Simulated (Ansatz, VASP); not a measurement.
## One calculation of Pt, two programs

```xyz
4
Lattice="2.7083 0.0000 0.0000 -1.3541 2.3455 0.0000 0.0000 0.0000 9.3530" Properties=species:S:1:pos:R:3 pbc="T T T"
Pt    1.3281    0.8338    3.5074
Pt    1.3281    0.8338    8.1839
Pt    0.0260    1.5116    1.1691
Pt    0.0260    1.5116    5.8456
```

Change from the starting cell: mode 1 frozen in at -0.026 Å and mode 2 at +0.052 Å (largest displacements).

Alike in both runs: task single point; functional LDA; k mesh 18 × 18 × 6; occupations gaussian, width 0.15 eV; no spin polarisation.

|  | VASP | Ansatz |
| --- | --- | --- |
| version | VASP 6.6.1 | Ansatz 0.2.0 |
| potentials or method | VASP PAW LDA potentials, release 64 (Pt), cutoff 520 eV | scalar-relativistic, plane waves, PAW |
| valence electrons in the cell | 40 | 72 |

```tsv
	VASP	Ansatz	Ansatz less VASP
gap on the k mesh at the Fermi level (eV)	none	none	-
pressure (GPa)	1.0	0.2	-0.79
traceless stress, the component that is largest in VASP (GPa)	-0.40	-0.39	+0.016
rms of the force components (eV/Å)	0.029	0.030	+0.0009
```

Ansatz warns that its potentials were made for another functional, while VASP's fit it. LDA's correlation is that of Perdew and Zunger in VASP and of Perdew and Wang (1992) in Ansatz. Atom by atom the forces differ by 0.002 eV/Å (rms over components). A gap of «none» marks a metal or a gap that the smearing closes. VASP's potentials hold 40 valence electrons a cell and Ansatz's 72, so a difference there can come from the potentials and not from the codes.

Neither program's run includes spin-orbit coupling.
